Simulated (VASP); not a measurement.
Write the native input for VASP 6.6.1 that does the following.

```yaml
Task: single point
Functional: PBE
Potentials_or_basis: VASP PAW PBE potentials, release 64 (Na_pv)
Cutoff: 520 eV
k_mesh: 12 × 12 × 12
Occupations: gaussian, width 0.1 eV
Spin: no spin polarisation
Dipole_correction: no
Further_INCAR_settings: ALGO = Normal; EDIFF = 1e-06; NBANDS = 10
```

The structure of Na lies in POSCAR:

```
Na
1.0
   -2.3655710563      2.3655710563      2.3655710563
    2.3655710563     -2.3655710563      2.3655710563
    2.3655710563      2.3655710563     -2.3655710563
Na
1
Direct
    0.0000000000      0.0000000000      0.0000000000
```

This cell differs from its parent crystal: Rb replaced by Na, lengths x 0.853, strained.

One way to write it, as run:

INCAR

```
SYSTEM = Na
ALGO = Normal
EDIFF = 1E-6
ENCUT = 520
GGA = PE
ISIF = 2
ISMEAR = 0
LASPH = .TRUE.
LCHARG = .FALSE.
LREAL = .FALSE.
LWAVE = .FALSE.
NBANDS = 10
NELM = 80
PREC = Accurate
SIGMA = 0.1
```

KPOINTS

```
k-points
0
G
  12 12 12
  0 0 0
```

Potentials or basis: VASP PAW PBE potentials, release 64 (Na_pv).

Run with:

```bash
$ cat potpaw_PBE.64/Na_pv/POTCAR > POTCAR
$ mpirun -np 1 vasp_std > vasp.out
```

Results of the run:

```yaml
Pressure: -1.4 GPa
```

Caveat: the cell differs from its parent crystal (Rb replaced by Na, lengths x 0.853, strained).

It took 46 s on 1 thread of AMD EPYC 7R13 (shared host), peak memory 0.15 GiB.
